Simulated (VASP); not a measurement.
# BAs (F-43m) in VASP: notebook

The runs below take BAs through single point, with r2SCAN.

All numbers are computed with VASP 6.6.1; they aren't measurements. Logs are shortened: lines on timing, memory, paths and dates and some standing lists are left out, and cuts for length are marked.

### 1 The cell of the first run

It takes space group F-43m (No. 216, cubic). Conventional cell: a = 4.831 Å, b = 4.831 Å, c = 4.831 Å, α = 90.00°, β = 90.00°, γ = 90.00°. B (site symmetry -43m) has 4 As at 2.09 Å within 2.8 Å. Within 2.8 Å of As (site symmetry -43m) lie 4 B at 2.09 Å.

### 2 Single point, r2SCAN (volume scaled by 1.03)

Input file POSCAR:

```
BAs
1.0
    0.0000000000      2.4156010831      2.4156010831
    2.4156010831      0.0000000000      2.4156010831
    2.4156010831      2.4156010831      0.0000000000
B As
1 1
Direct
    0.0000000000      0.0000000000      0.0000000000
    0.2500000000      0.2500000000      0.2500000000
```

Input file INCAR.step1:

```
PREC = Accurate
ENCUT = 520
ISMEAR = 0
SIGMA = 0.02
LREAL = False
LASPH = True
NELM = 60
NBANDS = 11
GGA = PE
ALGO = Normal
EDIFF = 1E-4
LWAVE = True
LCHARG = False
```

Input file INCAR.step2:

```
PREC = Accurate
ENCUT = 520
EDIFF = 1E-7
ISMEAR = 0
SIGMA = 0.02
LREAL = False
LASPH = True
NELM = 60
ALGO = Normal
ISIF = 2
LWAVE = False
LCHARG = False
METAGGA = R2SCAN
LMIXTAU = True
NBANDS = 11
ISTART = 1
```

Input file KPOINTS:

```
Automatic mesh
0
Gamma
  10 10 10
```

Potentials or basis: VASP PAW PBE potentials, release 64 (B, As).

Command:

```console
> cat potpaw_PBE.64/B/POTCAR potpaw_PBE.64/As/POTCAR > POTCAR
> cp INCAR.step1 INCAR
> mpirun -np 1 vasp_std > vasp.out
> cp INCAR.step2 INCAR
> mpirun -np 1 vasp_std > vasp.out
```

OUTCAR:

```text
PREC = Accurate
   ENCUT = 520
   EDIFF = 1E-7
   ISMEAR = 0
   LREAL = False
   LASPH = True
   NELM = 60
   ISIF = 2
   METAGGA = R2SCAN
   ISTART = 1

 ion  position               nearest neighbor table
   1  0.000  0.000  0.000-   2 2.09   2 2.09   2 2.09   2 2.09
   2  0.250  0.250  0.250-   1 2.09   1 2.09   1 2.09   1 2.09

  LATTYP: Found a face centered cubic cell.
 ALAT       =     4.8312021662

  Lattice vectors:

 A1 = (   0.0000000000,   2.4156010831,   2.4156010831)
 A2 = (   2.4156010831,   0.0000000000,   2.4156010831)
 A3 = (   2.4156010831,   2.4156010831,   0.0000000000)

Analysis of symmetry for initial positions (statically):
=====================================================================
 Subroutine PRICEL returns:
 Original cell was already a primitive cell.

 Routine SETGRP: Setting up the symmetry group for a
 face centered cubic supercell.

 Subroutine GETGRP returns: Found 24 space group operations
 (whereof 24 operations were pure point group operations)
 out of a pool of 48 trial point group operations.

The static configuration has the point symmetry T_d .

Analysis of symmetry for dynamics (positions and initial velocities):
=====================================================================
 Subroutine PRICEL returns:
 Original cell was already a primitive cell.

 Routine SETGRP: Setting up the symmetry group for a
 face centered cubic supercell.

 Subroutine GETGRP returns: Found 24 space group operations
 (whereof 24 operations were pure point group operations)
 out of a pool of 48 trial point group operations.

The dynamic configuration has the point symmetry T_d .

 Subroutine INISYM returns: Found 24 space group operations
 (whereof 24 operations are pure point group operations),
 and found     1 'primitive' translations

----------------------------------------------------------------------------------------

                                     Primitive cell

  volume of cell :      28.1907

  direct lattice vectors                    reciprocal lattice vectors
     0.000000000  2.415601083  2.415601083    -0.206987819  0.206987819  0.206987819
     2.415601083  0.000000000  2.415601083     0.206987819 -0.206987819  0.206987819
     2.415601083  2.415601083  0.000000000     0.206987819  0.206987819 -0.206987819

  length of vectors
     3.416175813  3.416175813  3.416175813     0.358513419  0.358513419  0.358513419

  position of ions in fractional coordinates (direct lattice)
     0.000000000  0.000000000  0.000000000
     0.250000000  0.250000000  0.250000000

  ion indices of the primitive-cell ions
   primitive index   ion index
                 1           1
                 2           2

----------------------------------------------------------------------------------------

 KPOINTS: Automatic mesh

Automatic generation of k-mesh.
 Grid dimensions read from file:
 generate k-points for:   10   10   10

 Generating k-lattice:

  Cartesian coordinates                     Fractional coordinates (reciprocal lattice)
    -0.020698782  0.020698782  0.020698782     0.100000000  0.000000000  0.000000000
     0.020698782 -0.020698782  0.020698782     0.000000000  0.100000000  0.000000000
     0.020698782  0.020698782 -0.020698782     0.000000000  0.000000000  0.100000000

  Length of vectors
     0.035851342  0.035851342  0.035851342

  Shift w.r.t. Gamma in fractional coordinates (k-lattice)
     0.000000000  0.000000000  0.000000000

 Subroutine IBZKPT returns following result:
 ===========================================

 Found     47 irreducible k-points:

 Following reciprocal coordinates:
            Coordinates               Weight
  0.000000  0.000000  0.000000      1.000000
  0.100000  0.000000  0.000000      8.000000
  0.200000  0.000000  0.000000      8.000000
  0.300000  0.000000  0.000000      8.000000
  0.400000  0.000000  0.000000      8.000000
  0.500000  0.000000  0.000000      4.000000
[... 16 lines left out ...]
  0.300000  0.300000  0.000000      6.000000
  0.400000  0.300000  0.000000     24.000000
 [... further k-points ...]
   k-points           NKPTS =     47   k-points in BZ     NKDIM =     47   number of bands    NBANDS=     11
   number of dos      NEDOS =    301   number of ions     NIONS =      2
   total plane-waves  NPLWV =  21952
   dimension x,y,z NGX =    28 NGY =   28 NGZ =   28
   dimension x,y,z NGXF=    56 NGYF=   56 NGZF=   56
   ions per type =               1   1
   NGX,Y,Z   is equivalent  to a cutoff of  13.63, 13.63, 13.63 a.u.
   NGXF,Y,Z  is equivalent  to a cutoff of  27.25, 27.25, 27.25 a.u.
 SYSTEM =  unknown system
   PREC   = accura    normal or accurate (medium, high low for compatibility)
   ISTART =      1    job   : 0-new  1-cont  2-samecut
   ICHARG =      0    charge: 1-file 2-atom 10-const
   ISPIN  =      1    spin polarized calculation?
   LNONCOLLINEAR =      F non collinear calculations
   LSORBIT =      F    spin-orbit coupling
   LASPH  =      T    aspherical Exc in radial PAW
   ENCUT  =  520.0 eV  38.22 Ry    6.18 a.u.   6.35  6.35  6.35*2*pi/ulx,y,z
   NELM   =     60;   NELMIN=  2; NELMDL=  0     # of ELM steps
   EDIFF  = 0.1E-06   stopping-criterion for ELM
   LREAL  =      F    real-space projection
   EDIFFG = 0.1E-05   stopping-criterion for IOM
   NSW    =      0    number of steps for IOM
   IBRION =     -1    ionic relax: 0-MD 1-quasi-New 2-CG
   NFREE  =      0    steps in history (QN), initial steepest desc. (CG)
   ISIF   =      2    stress and relaxation
   ISYM   =      2    0-nonsym 1-usesym 2-fastsym
   POTIM  = 0.5000    time-step for ionic-motion
   TEBEG  =    0.0;   TEEND  =   0.0 temperature during run
   PSTRESS=    0.0 pullay stress
   NELECT =       8.0000    total number of electrons
   NUPDOWN=      -1.0000    fix difference up-down
   EMIN   =  10.00;   EMAX   =-10.00  energy-range for DOS
   EFERMI =   0.00;   METHOD = LEGACY
   ISMEAR =     0;   SIGMA  =   0.02  broadening in eV -4-tet -1-fermi 0-gaus
   EFERMI_NEDOS =   21; number of points for ismear=-14 and -15
   IALGO  =     38    algorithm
   IMIX   =      4    mixing-type and parameters
     AMIX     =   0.40;   BMIX     =  1.00
     AMIX_MAG =   1.60;   BMIX_MAG =  1.00
  volume/ion in A,a.u.               =      14.10        95.12
  Fermi-wavevector in a.u.,A,eV,Ry     =   1.075812  2.032989 15.746987  1.157371
  Thomas-Fermi vector in A             =   2.211679
   LORBIT       =      0    0 simple, 1 ext, 2 COOP (PROOUT), +10 PAW based schemes
   METAGGA = R2SCAN    functional components
   LHFCALC =     F    Hartree Fock is set to
   AEXX    =    0.0000 exact exchange contribution
   IVDW    =     0    specifies the selected vdW correction
   LEPSILON=     F    determine dielectric tensor
   LRPA    =     F    only Hartree local field effects (RPA)
 non-spin polarized calculation
 Gauss-broadening in eV      SIGMA  =   0.02
  energy-cutoff  :      520.00
  volume of cell :       28.19
 maximum number of plane-waves:       769
 NGX is ok and might be reduce to    28
   NGX = 13   NGY = 13   NGZ = 13

 number of electron       8.0000000 magnetization

 Free energy of the ion-electron system (eV)
  ---------------------------------------------------
  ext. energy  EPLUGINS =         0.00000000
  ---------------------------------------------------
  free energy    TOTEN  =       -22.24713653 eV

  energy without entropy =      -22.24713653  energy(sigma->0) =      -22.24713653

 E-fermi :   5.7862     XC(G=0): -10.9807

 val. band max:        5.6504733714   @ k =   0.0000   0.0000   0.0000
 cond. band min:       7.0560737668   @ k =   0.4000   0.4000   0.0000
 fundamental gap:      1.4056003955
 Fermi energy:         5.7861749070

 k-point     1 :       0.0000    0.0000    0.0000
  band No.  band energies     occupation
      1     -10.1906      2.00000
      2       5.6505      2.00000
      3       5.6505      2.00000
      4       5.6505      2.00000
      5       9.0586      0.00000
      6       9.0586      0.00000
      7       9.0586      0.00000
      8      10.3537      0.00000
      9      15.8474      0.00000
     10      18.9603      0.00000
     11      18.9603      0.00000

 k-point     2 :       0.1000    0.0000    0.0000
  band No.  band energies     occupation
      1     -10.0234      2.00000
      2       4.2017      2.00000
      3       5.3414      2.00000
      4       5.3414      2.00000
      5       9.2170      0.00000
      6       9.4674      0.00000
      7       9.4674      0.00000
      8      11.3073      0.00000
      9      16.4796      0.00000
     10      17.9797      0.00000
     11      17.9797      0.00000

 k-point     3 :       0.2000    0.0000    0.0000
  band No.  band energies     occupation
      1      -9.5305      2.00000
      2       1.7726      2.00000
      3       4.7502      2.00000
      4       4.7502      2.00000
      5       8.9800      0.00000
      6      10.2136      0.00000
      7      10.2136      0.00000
      8      13.1149      0.00000
      9      17.2704      0.00000
     10      17.2704      0.00000
     11      17.4749      0.00000

 k-point     4 :       0.3000    0.0000    0.0000
  band No.  band energies     occupation
      1      -8.7511      2.00000
      2      -0.5685      2.00000
      3       4.2256      2.00000
      4       4.2256      2.00000
      5       8.6876      0.00000
      6      10.6514      0.00000
      7      10.6514      0.00000
      8      14.5806      0.00000
      9      17.5600      0.00000
     10      17.7280      0.00000
     11      17.7280      0.00000

 k-point     5 :       0.4000    0.0000    0.0000
  band No.  band energies     occupation
      1      -7.8252      2.00000
      2      -2.4738      2.00000
      3       3.8883      2.00000
      4       3.8883      2.00000
      5       8.4900      0.00000
      6      10.7016      0.00000
      7      10.7016      0.00000
      8      15.1234      0.00000
      9      18.2863      0.00000
     10      19.2913      0.00000
     11      19.2913      0.00000
[... 211 lines left out ...]
 k-point    21 :      -0.3000    0.2000    0.0000
  band No.  band energies     occupation
      1      -7.6031      2.00000
      2      -1.6143      2.00000
      3       0.9525      2.00000
      4       3.6433      2.00000
      5       9.3959      0.00000
      6      11.8290      0.00000
      7      12.1576      0.00000
      8      14.1736      0.00000
      9      16.7883      0.00000
     10      18.2506      0.00000
     11      21.5826      0.00000

 k-point    22 :      -0.2000    0.2000    0.0000
  band No.  band energies     occupation
      1      -8.4822      2.00000
      2      -0.0255      2.00000
      3       1.5256      2.00000
      4       4.3164      2.00000
      5       9.7786      0.00000
      6      10.9702      0.00000
      7      11.9106      0.00000
      8      13.0319      0.00000
      9      15.9797      0.00000
     10      18.8424      0.00000
     11      20.3936      0.00000

 k-point    23 :       0.3000    0.3000    0.0000
  band No.  band energies     occupation
      1      -8.2382      2.00000
      2       0.1904      2.00000
      3       2.3971      2.00000
      4       2.3971      2.00000
      5       7.2623      0.00000
      6       9.6141      0.00000
      7      14.4224      0.00000
      8      14.4224      0.00000
      9      17.1282      0.00000
     10      21.1821      0.00000
     11      21.2649      0.00000

 k-point    24 :       0.4000    0.3000    0.0000
  band No.  band energies     occupation
      1      -7.4972      2.00000
      2      -1.0856      2.00000
      3       1.6119      2.00000
      4       2.0931      2.00000
      5       7.5747      0.00000
      6       9.3446      0.00000
      7      14.8196      0.00000
      8      15.0699      0.00000
      9      18.2912      0.00000
     10      21.9771      0.00000
     11      22.0142      0.00000

 [... further k-points ...]
[... 5 lines left out ...]
  --------------------------------------------------------------------------------------
  -------------------------------------------------------------------------------------
  Total       -0.6579095     -0.6579095     -0.6579095     -0.0000000     -0.0000000      0.0000000
  in kB      -37.3913480    -37.3913480    -37.3913480     -0.0000000     -0.0000000      0.0000000
  external PRESSURE =     -37.3913480 kB  Pullay stress =       0.0000000 kB

 VOLUME and BASIS-vectors are now :
 -----------------------------------------------------------------------------
  energy-cutoff  :      520.00
  volume of cell :       28.19
      direct lattice vectors                 reciprocal lattice vectors
     0.000000000  2.415601083  2.415601083    -0.206987819  0.206987819  0.206987819
     2.415601083  0.000000000  2.415601083     0.206987819 -0.206987819  0.206987819
     2.415601083  2.415601083  0.000000000     0.206987819  0.206987819 -0.206987819

 POSITION                                       TOTAL-FORCE (eV/Angst)
 -----------------------------------------------------------------------------------
      0.00000      0.00000      0.00000        -0.000000     -0.000000     -0.000000
      1.20780      1.20780      1.20780         0.000000      0.000000      0.000000
 -----------------------------------------------------------------------------------
    total drift:                               -0.000000     -0.000000     -0.000000

  FREE ENERGIE OF THE ION-ELECTRON SYSTEM (eV)
  ---------------------------------------------------
  free  energy   TOTEN  =       -22.2471365287 eV

  energy  without entropy=      -22.2471365287  energy(sigma->0) =      -22.24713653
```

It took 50 s on 1 thread of Intel Xeon Platinum 8488C (Sapphire Rapids), shared host; peak memory 0.16 GiB.

Results:

```yaml
Free_energy: -22.2471 eV
Pressure: -3.7 GPa
Band_gap_on_the_k_mesh: 1.41 eV, indirect (least direct gap 3.41 eV)
```

Caveat: the PAW data sets were made with another functional, which shifts forces and pressure a little. A k mesh can miss the band edges.

### 3 Single point, r2SCAN (volume scaled by 1.06)

Input file POSCAR:

```
BAs
1.0
    0.0000000000      2.4388294416      2.4388294416
    2.4388294416      0.0000000000      2.4388294416
    2.4388294416      2.4388294416      0.0000000000
B As
1 1
Direct
    0.0000000000      0.0000000000      0.0000000000
    0.2500000000      0.2500000000      0.2500000000
```

Input file INCAR.step1:

```
SYSTEM = BAs
PREC = Accurate
ENCUT = 520
ISMEAR = 0
SIGMA = 0.02
LREAL = .False.
LASPH = .True.
NELM = 80
NBANDS = 11
GGA = PE
ALGO = Normal
EDIFF = 1E-4
LWAVE = .True.
LCHARG = .False.
```

Input file INCAR.step2:

```
SYSTEM = BAs
PREC = Accurate
ENCUT = 520
EDIFF = 1E-7
ISMEAR = 0
SIGMA = 0.02
LREAL = .False.
LASPH = .True.
NELM = 80
ALGO = Normal
ISIF = 2
LWAVE = .False.
LCHARG = .True.
METAGGA = R2SCAN
LMIXTAU = .True.
LELF = .True.
LVHAR = .True.
NBANDS = 11
ISTART = 1
```

Input file KPOINTS:

```
regular mesh
0
Gamma
  10 10 10
  0 0 0
```

Potentials or basis: VASP PAW PBE potentials, release 64 (B, As).

Command:

```console
> cat potpaw_PBE.64/B/POTCAR potpaw_PBE.64/As/POTCAR > POTCAR
> cp INCAR.step1 INCAR
> mpirun -np 1 vasp_std > vasp.out
> cp INCAR.step2 INCAR
> mpirun -np 1 vasp_std > vasp.out
```

Wall time 50 s (1 thread of Intel Xeon Platinum 8488C (Sapphire Rapids), shared host); peak memory 0.17 GiB.

The run converged. Its results:

| Property | Result |
| --- | --- |
| Free energy | -22.2192 eV |
| Pressure | -7.2 GPa |
| Band gap on the k mesh | 1.43 eV, indirect (least direct gap 3.38 eV) |

Levels at points of the mesh, in eV from the valence-band top:
```tsv
k point	band 1	band 2	band 3	band 4	band 5	band 6	band 7	band 8	band 9
(0.00, 0.00, 0.00)	-15.58	0.00	0.00	0.00	3.38	3.38	3.38	4.33	10.05
(0.50, 0.00, 0.00)	-12.78	-8.78	-1.83	-1.83	2.60	4.99	4.99	9.43	13.15
(0.50, 0.50, 0.00)	-11.45	-8.71	-4.04	-4.04	1.69	1.75	11.55	11.55	13.29
```

Caveat: the PAW data sets were made with another functional, which shifts forces and pressure a little. A k mesh can miss the band edges.

(Part 1 of 2 ends here.)
